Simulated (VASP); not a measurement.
## Cu: single point with PBE

Crystal: Cu.

```xyz
1
Lattice="0.0000 1.8979 1.8075 1.8979 0.0000 1.8075 1.8979 1.8979 0.0000" Properties=species:S:1:pos:R:3 pbc="T T T"
Cu    0.0000    0.0000    0.0000
```

This cell differs from its parent crystal: strain +0.050 along x and y, +0.000 along z.

```json
{"Program": "VASP 6.6.1", "Task": "single point", "Functional": "PBE", "Potentials or basis": "VASP PAW PBE potentials, release 64 (Cu)", "Cutoff": "520 eV", "k mesh": "22 × 22 × 22", "Occupations": "gaussian, width 0.15 eV", "Spin": "no spin polarisation"}
```

```yaml
Pressure: -9.0 GPa
Band_gap_on_the_k_mesh: zero (an odd number of electrons rules out a gap without spin polarisation)
```

Stress tensor (GPa, compression positive):
```
-9.66  0.00  0.00
 0.00 -9.66  0.00
 0.00  0.00 -7.78
```

Levels at points of the mesh, in eV from the Fermi level:
| k point | band 3 | band 4 | band 5 | band 6 | band 7 | band 8 | band 9 | band 10 |
| --- | --- | --- | --- | --- | --- | --- | --- | --- |
| (0.00, 0.00, 0.00) | -2.80 | -2.61 | -2.14 | -1.95 | 21.85 | 23.72 | 23.72 | 23.79 |
| (0.50, 0.00, 0.00) | -2.66 | -1.59 | -1.51 | -0.72 | 3.30 | 19.80 | 19.86 | 21.97 |
| (0.50, 0.50, 0.00) | -1.57 | -1.42 | -1.42 | 2.24 | 7.29 | 11.64 | 11.64 | 16.02 |
| (0.50, 0.00, 0.50) | -1.57 | -1.50 | -1.37 | 1.26 | 6.06 | 12.68 | 12.80 | 16.94 |

It took 54 s on 1 thread of AMD EPYC 9R45 96-Core Processor (Zen 5) (shared host), peak memory 0.2 GiB.

Caveat: the cell differs from its parent crystal (strain +0.050 along x and y, +0.000 along z); the cell stands under tension.
